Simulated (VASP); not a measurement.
# Al32P (a cell with a defect) in VASP: further runs, part 2 of 2

VASP 6.6.1. The steps go on from the part before.

### 3 Single point, PBE+D3(BJ)

The input, INCAR:

```
PREC = Accurate
ENCUT = 520
EDIFF = 1E-7
ISMEAR = 0
SIGMA = 0.15
LREAL = Auto
LASPH = T
NELM = 60
ALGO = Normal
ISIF = 2
LWAVE = F
LCHARG = F
GGA = PE
IVDW = 12
NBANDS = 72
```

The input, KPOINTS:

```
Automatic mesh
0
Gamma
  3 3 3
```

The input, POSCAR:

```
Al32P
1.0
    8.1000000000      0.0000000000      0.0000000000
    0.0000000000      8.1000000000      0.0000000000
    0.0000000000      0.0000000000      8.1000000000
Al P
32 1
Direct
    0.5026146373      0.0026203731      0.0025941680
    0.7501811241      0.2501889380      0.0036907265
    0.7501731133      0.0036908446      0.2501380065
   -0.0024387926      0.0026995875      0.0026534121
    0.2499416396      0.2494904597      0.0126616917
    0.5026956167      0.4975647046      0.0026562726
    0.7495127959      0.7499386643      0.0126562321
    0.2499280079      0.0127449850      0.2496694836
    0.5036891240      0.2501812825      0.2501383307
    0.7502025787      0.4964871364      0.2501516531
    0.5026593910      0.0026660652      0.4975558290
    0.7501958102      0.2502042862      0.4964622512
    0.7494915671      0.0127782089      0.7499728654
   -0.0024336873      0.4975714814      0.0027219013
    0.2510425654      0.7510897612      0.0443619372
   -0.0035181519      0.2502107842      0.2501514136
    0.2499824979      0.4880601320      0.2497204222
    0.5127286622      0.7499256073      0.2496708887
   -0.0024408525      0.0027489860      0.4975434224
    0.2499674987      0.2494897396      0.4878911022
    0.5027442673      0.4975636044      0.4975427503
    0.7495125184      0.7499656526      0.4878967839
    0.2510275343      0.0433255716      0.7507143579
    0.5127675647      0.2494694409      0.7499735886
    0.7495366538      0.4880302549      0.7500057955
   -0.0119581502      0.7499799760      0.2497192307
   -0.0024384721      0.4975678194      0.4975262810
    0.2511137505      0.7511644204      0.4519177434
   -0.0119934821      0.2495135049      0.7500050434
    0.2511282452      0.4507632075      0.7507576779
    0.5434464990      0.7510762661      0.7507155528
   -0.0490980434      0.7511775975      0.7507572476
    0.2453685691      0.7451561561      0.7469374369
```

Potentials or basis: VASP PAW PBE potentials, release 64 (Al, P).

Run with:

```bash
$ cat potpaw_PBE.64/Al/POTCAR potpaw_PBE.64/P/POTCAR > POTCAR
$ mpirun -np 1 vasp_std > vasp.out
```

OUTCAR:

```text
PREC = Accurate
   ENCUT = 520
   EDIFF = 1E-7
   ISMEAR = 0
   LREAL = Auto
   LASPH = T
   NELM = 60
   ISIF = 2
   GGA = PE
   IVDW = 12
 IVDW          = 12

 ion  position               nearest neighbor table
   1  0.503  0.003  0.003-   3 2.84   9 2.84   2 2.84  24 2.86  13 2.86   5 2.86   7 2.86   8 2.86
                            18 2.86  15 2.90  31 2.90  23 2.90
   2  0.750  0.250  0.004-  13 2.81  24 2.81  29 2.82  25 2.82  10 2.82  16 2.82   9 2.82   3 2.82
                            14 2.83   6 2.83   4 2.83   1 2.84
   3  0.750  0.004  0.250-  18 2.81   7 2.82  22 2.82  26 2.82  16 2.82  12 2.82   2 2.82   9 2.82
                            19 2.83   4 2.83  11 2.83   1 2.84
   4  0.998  0.003  0.003-   2 2.83   3 2.83  16 2.84   5 2.86   8 2.86  29 2.86  26 2.86  13 2.87
                             7 2.87  32 2.91  15 2.91  23 2.91
   5  0.250  0.249  0.013-  30 2.68  23 2.70   8 2.71  17 2.72  16 2.81   9 2.82   4 2.86   1 2.86
                            14 2.87   6 2.87  29 3.00  24 3.01
   6  0.503  0.498  0.003-   2 2.83   9 2.83  10 2.84   7 2.86  18 2.86  25 2.86  17 2.86  24 2.87
                             5 2.87  30 2.91  15 2.91  31 2.91
   7  0.750  0.750  0.013-  32 2.68  31 2.70  18 2.71  26 2.72  10 2.81   3 2.82   6 2.86   1 2.86
                            14 2.87   4 2.87  25 3.00  13 3.01
   8  0.250  0.013  0.250-  28 2.68  15 2.69   5 2.71  20 2.72  16 2.81   9 2.81   4 2.86   1 2.86
                            19 2.87  11 2.87  26 3.00  18 3.01
   9  0.504  0.250  0.250-   8 2.81   5 2.82  20 2.82  17 2.82  10 2.82  12 2.82   2 2.82   3 2.82
[... 32 lines left out ...]
                            27 2.87  14 2.87  22 3.00   7 3.00
  26  0.988  0.750  0.250-  28 2.69  15 2.70   7 2.72  22 2.73  10 2.82   3 2.82  14 2.86   4 2.86
                            27 2.87  19 2.87  17 3.00   8 3.00
  27  0.998  0.498  0.498-  12 2.83  16 2.83  10 2.83  26 2.87  17 2.87  22 2.87  20 2.87  25 2.87
                            29 2.87  30 2.93  32 2.93  28 2.93
  28  0.251  0.751  0.452-  33 2.39   8 2.68  18 2.68  26 2.69  17 2.69  11 2.90  19 2.92  21 2.92
                            27 2.93  15 3.30
  29  0.988  0.250  0.750-  30 2.68  23 2.71  13 2.72  25 2.73  12 2.82   2 2.82  19 2.86   4 2.86
                            27 2.87  14 2.87  20 3.00   5 3.00
  30  0.251  0.451  0.751-  33 2.39  24 2.67   5 2.68  20 2.68  29 2.68   6 2.91  21 2.92  14 2.92
                            27 2.93  23 3.30
  31  0.543  0.751  0.751-  33 2.42  13 2.70   7 2.70  22 2.71  25 2.71   1 2.90  11 2.91   6 2.91
[... 223 lines left out ...]
 Gauss-broadening in eV      SIGMA  =   0.15
  energy-cutoff  :      520.00
  volume of cell :      531.44
 maximum number of plane-waves:     14358
   NGX = 31   NGY = 31   NGZ = 31

 number of electron     101.0000001 magnetization

 Free energy of the ion-electron system (eV)
  ---------------------------------------------------
  ext. energy  EPLUGINS =         0.00000000
  ---------------------------------------------------
  free energy    TOTEN  =      -124.11076450 eV

  energy without entropy =     -124.00237444  energy(sigma->0) =     -124.05656947

 E-fermi :   8.3611     XC(G=0): -10.2899

 val. band max:        8.3578071046   @ k =   0.0000   0.0000   0.0000
 cond. band min:       8.4059245588   @ k =  -0.3333   0.3333   0.0000
 fundamental gap:      0.0481174542
 Fermi energy:         8.3611138709

 k-point     1 :       0.0000    0.0000    0.0000
  band No.  band energies     occupation
      1      -4.4181      2.00000
      2      -2.6040      2.00000
      3      -0.9600      2.00000
      4      -0.9600      2.00000
      5      -0.7431      2.00000
      6      -0.7427      2.00000
[... 899 lines left out ...]
     61       9.8620      0.00000
     62       9.8775      0.00000
 [bands above 62 left out]

------------------------ aborting loop because EDIFF is reached ----------------------------------------

 Edisp (eV)  -11.46975

 E8    (eV) :    -5.1043

  FORCE on cell =-STRESS in cart. coord.  units (eV):
  Direction    XX          YY          ZZ          XY          YZ          ZX
  --------------------------------------------------------------------------------------
  -------------------------------------------------------------------------------------
  Total       1.20569     1.20894     1.18057    -0.01773    -0.01005    -0.01077
  in kB       3.63489     3.64468     3.55917    -0.05344    -0.03029    -0.03247
  external pressure =        3.61 kB  Pullay stress =        0.00 kB

 VOLUME and BASIS-vectors are now :
 -----------------------------------------------------------------------------
  energy-cutoff  :      520.00
  volume of cell :      531.44
      direct lattice vectors                 reciprocal lattice vectors
     8.100000000  0.000000000  0.000000000     0.123456790  0.000000000  0.000000000
     0.000000000  8.100000000  0.000000000     0.000000000  0.123456790  0.000000000
     0.000000000  0.000000000  8.100000000     0.000000000  0.000000000  0.123456790

 POSITION                                       TOTAL-FORCE (eV/Angst)
 -----------------------------------------------------------------------------------
      4.07118      0.02123      0.02101         0.002153      0.002088      0.001958
      6.07647      2.02653      0.02989         0.000407      0.000427      0.003373
      6.07640      0.02990      2.02612         0.000414      0.003412      0.000378
      8.08025      0.02187      0.02149        -0.001813      0.001250      0.001405
      2.02453      2.02087      0.10256        -0.000742     -0.001180      0.001034
      4.07183      4.03027      0.02152         0.001308     -0.001875      0.001365
[... 25 lines left out ...]
      7.70231      6.08454      6.08113         0.010055      0.003328      0.003327
      1.98749      6.03576      6.05019        -0.003500     -0.002717     -0.000320
 -----------------------------------------------------------------------------------
    total drift:                                0.004868      0.006007      0.008627

  FREE ENERGIE OF THE ION-ELECTRON SYSTEM (eV)
  ---------------------------------------------------
  free  energy   TOTEN  =      -135.5805136682 eV

  energy  without entropy=     -135.4721236053  energy(sigma->0) =     -135.52631864
```

OSZICAR:

```text
N       E                     dE             d eps       ncg     rms          rms(c)
DAV:   1     0.156581271400E+03    0.15658E+03   -0.35878E+04  2016   0.113E+03
DAV:   2    -0.107770034935E+03   -0.26435E+03   -0.24938E+03  2376   0.150E+02
DAV:   3    -0.124855661403E+03   -0.17086E+02   -0.16412E+02  2488   0.308E+01
DAV:   4    -0.125235220238E+03   -0.37956E+00   -0.37648E+00  2424   0.484E+00
DAV:   5    -0.125240381570E+03   -0.51613E-02   -0.51566E-02  2368   0.652E-01    0.930E+00
DAV:   6    -0.124440709231E+03    0.79967E+00   -0.87279E-01  2344   0.226E+00    0.562E+00
DAV:   7    -0.124141712952E+03    0.29900E+00   -0.36354E-01  2384   0.154E+00    0.132E+00
DAV:   8    -0.124114637341E+03    0.27076E-01   -0.34929E-02  2344   0.520E-01    0.570E-01
DAV:   9    -0.124110932195E+03    0.37051E-02   -0.78676E-03  2320   0.209E-01    0.299E-01
DAV:  10    -0.124110820659E+03    0.11154E-03   -0.10951E-03  2296   0.962E-02    0.143E-01
DAV:  11    -0.124110774139E+03    0.46520E-04   -0.20203E-04  2216   0.340E-02    0.368E-02
DAV:  12    -0.124110765538E+03    0.86015E-05   -0.20387E-05  2328   0.141E-02    0.127E-02
DAV:  13    -0.124110765071E+03    0.46657E-06   -0.25258E-06  2368   0.508E-03    0.358E-03
DAV:  14    -0.124110764986E+03    0.84990E-07   -0.14412E-06  2280   0.263E-03    0.342E-03
DAV:  15    -0.124110764836E+03    0.15027E-06   -0.16136E-07  1568   0.119E-03    0.157E-03
DAV:  16    -0.124110764524E+03    0.31240E-06   -0.49711E-08  1224   0.562E-04    0.507E-04
DAV:  17    -0.124110764500E+03    0.23926E-07   -0.57037E-09  1224   0.218E-04
   1 F= -.13558051E+03 E0= -.13552632E+03  d E =-.108390E+00
```

Wall time 7.7 min (1 thread of Intel Xeon 6975P-C (Granite Rapids), shared host); peak memory 0.65 GiB.

Results:

```yaml
Free_energy: -135.5805 eV
Pressure: 0.4 GPa
Largest_force: 0.011 eV/Å
Dispersion_energy_per_atom: -0.348 eV
```

Forces in eV/Å, atoms in the order of the input:
```
Al   0.002  0.002  0.002
Al   0.000  0.000  0.003
Al   0.000  0.003  0.000
Al  -0.002  0.001  0.001
Al  -0.001 -0.001  0.001
Al   0.001 -0.002  0.001
Al  -0.001 -0.001  0.001
Al   0.000  0.001 -0.001
Al   0.003  0.000  0.000
Al  -0.001 -0.004 -0.001
Al   0.002  0.002 -0.002
Al   0.000  0.000 -0.005
Al  -0.001  0.000  0.000
Al  -0.002 -0.002  0.000
Al   0.001  0.002 -0.005
Al  -0.005 -0.001 -0.001
Al   0.000 -0.002  0.000
Al   0.001  0.000 -0.001
Al  -0.001  0.001 -0.002
Al   0.000 -0.002 -0.003
Al   0.001 -0.001 -0.002
Al  -0.002  0.000 -0.003
Al   0.002 -0.005  0.000
Al   0.000 -0.001  0.000
Al  -0.001 -0.003  0.000
Al  -0.002  0.000  0.000
Al  -0.001 -0.002 -0.001
Al   0.002  0.003  0.009
Al  -0.003 -0.002  0.000
Al   0.004  0.009  0.003
Al  -0.004  0.003  0.000
Al   0.010  0.003  0.003
P   -0.004 -0.003  0.000
```

Levels at points of the mesh, in eV from the Fermi level:
| k point | band 48 | band 49 | band 50 | band 51 | band 52 | band 53 | band 54 | band 55 |
| --- | --- | --- | --- | --- | --- | --- | --- | --- |
| (0.00, 0.00, 0.00) | -0.46 | -0.01 | -0.01 | 0.00 | 0.09 | 0.09 | 0.09 | 0.34 |
